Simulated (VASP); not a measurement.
# CoO: single point with PBE

The system is CoO.

```
CELL_PARAMETERS angstrom
2.61615 0.00000 0.00000
0.00000 2.61615 0.00000
0.00000 0.00000 2.61615
ATOMIC_POSITIONS crystal
Co 0.00000 0.00000 0.00000
O 0.50000 0.50000 0.50000
```

| Property | Result |
| --- | --- |
| Program | VASP 6.6.1 |
| Task | single point |
| Functional | PBE |
| Potentials or basis | VASP PAW PBE potentials, release 64 (Co, O) |
| Cutoff | 520 eV |
| k mesh | 16 × 16 × 16 |
| Occupations | gaussian, width 0.1 eV |
| Spin | no spin polarisation |
| Dipole correction | no |
| Further INCAR settings | ALGO = Normal; EDIFF = 1e-06; NBANDS = 14 |

| Property | Result |
| --- | --- |
| Pressure | -14.2 GPa |
| Band gap on the k mesh | zero (an odd number of electrons rules out a gap without spin polarisation) |

Levels at points of the mesh, in eV from the Fermi level:
```
           k point  band 4  band 5  band 6  band 7  band 8  band 9  band 10  band 11
(0.00, 0.00, 0.00)   -2.86   -2.78   -2.78   -0.39   -0.39   -0.39     1.10    15.95
(0.50, 0.00, 0.00)   -3.72   -2.38   -0.30   -0.03    0.79    0.79     6.50     8.43
(0.50, 0.50, 0.00)   -2.37   -1.99   -1.24   -1.04   -1.04    0.21     6.57    11.44
(0.50, 0.50, 0.50)   -6.70    0.25    0.25    1.09    1.09    1.09     7.24     7.24
```

It took 16 s on 1 thread of Intel(R) Xeon(R) 6975P-C (Granite Rapids), on a shared host, peak memory 0.16 GiB.

Caveat: the cell stands under tension; an odd number of electrons without spin polarisation forces a metal; a magnetic or distorted state may lie lower; the run has no spin polarisation, though such a crystal can be magnetic; semilocal functionals often make such compounds metallic where correlation or magnetic order opens a gap, which also shifts bond lengths. Spin polarisation is off, so any magnetic state and its effect on volume and gap are missing.
